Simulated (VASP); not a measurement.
## Si3Cl: relaxation of cell and atoms with PBE

Crystal: Si3Cl.

```xyz
4
Lattice="4.4671 0.0000 0.0000 0.0000 4.4671 0.0000 0.0000 0.0000 4.4671" Properties=species:S:1:pos:R:3 pbc="T T T"
Si    2.2336    0.0000    0.0000
Si    0.0000    2.2336    0.0000
Si    0.0000    0.0000    2.2336
Cl    0.0000    0.0000    0.0000
```

```json
{"Program": "VASP 6.6.1", "Task": "relaxation of cell and atoms", "Functional": "PBE", "Potentials or basis": "VASP PAW PBE potentials, release 64 (Si, Cl)", "Cutoff": "500 eV", "k mesh": "4 × 4 × 4", "Occupations": "gaussian, width 0.1 eV", "Spin": "no spin polarisation", "Dipole correction": "no", "Further INCAR settings": "ALGO = Normal; EDIFF = 1e-07; IBRION = 2; EDIFFG = -0.04; NSW = 90; ISIF = 3"}
```

```
Relaxed volume                        : 29.12 Å³/atom
Relaxed cell                          : a = 4.884 Å, b = 4.884 Å, c = 4.884 Å, α = 90.00°, β = 90.00°, γ = 90.00°
Space group after relaxing (to 0.1 Å) : Pm-3m (No. 221)
Energy gained by relaxing             : 185.7 meV/atom
Ionic steps                           : 4
Pressure after relaxing               : 0.0 GPa
Band gap on the k mesh                : zero (an odd number of electrons rules out a gap without spin polarisation)
```

Step by step:
```
step  energy change (eV)  largest force (eV/Å)  pressure (GPa)  volume (Å³)
   1              0.0000                0.0000           10.92        89.14
   2             -0.7159                0.0000            1.43       110.21
   3             -0.7409                0.0000           -0.33       118.08
   4             -0.7426                0.0000           -0.01       116.47
```

Final structure:
```
CELL_PARAMETERS angstrom
4.88363 0.00000 0.00000
0.00000 4.88363 0.00000
0.00000 0.00000 4.88363
ATOMIC_POSITIONS crystal
Si 0.50000 0.00000 0.00000
Si 0.00000 0.50000 0.00000
Si 0.00000 0.00000 0.50000
Cl 0.00000 0.00000 0.00000
```

Levels at points of the mesh, in eV from the Fermi level:
| k point | band 8 | band 9 | band 10 | band 11 | band 12 | band 13 |
| --- | --- | --- | --- | --- | --- | --- |
| (0.00, 0.00, 0.00) | 0.39 | 0.39 | 0.39 | 1.36 | 1.36 | 1.36 |
| (0.50, 0.00, 0.00) | -0.52 | -0.52 | -0.03 | 0.29 | 0.50 | 0.92 |
| (0.50, 0.50, 0.00) | -2.75 | -0.35 | -0.35 | 0.28 | 0.28 | 0.67 |
| (0.50, 0.50, 0.50) | -2.59 | -2.59 | -2.59 | 0.48 | 0.76 | 0.76 |

Run time: 100 s on 1 thread of Intel Xeon 8259CL, with other jobs on the host, peak memory 0.2 GiB.

Caveat: the volume moved by over 15 % at a fixed basis, so the end points are rough; an odd number of electrons without spin polarisation forces a metal; a magnetic or distorted state may lie lower.
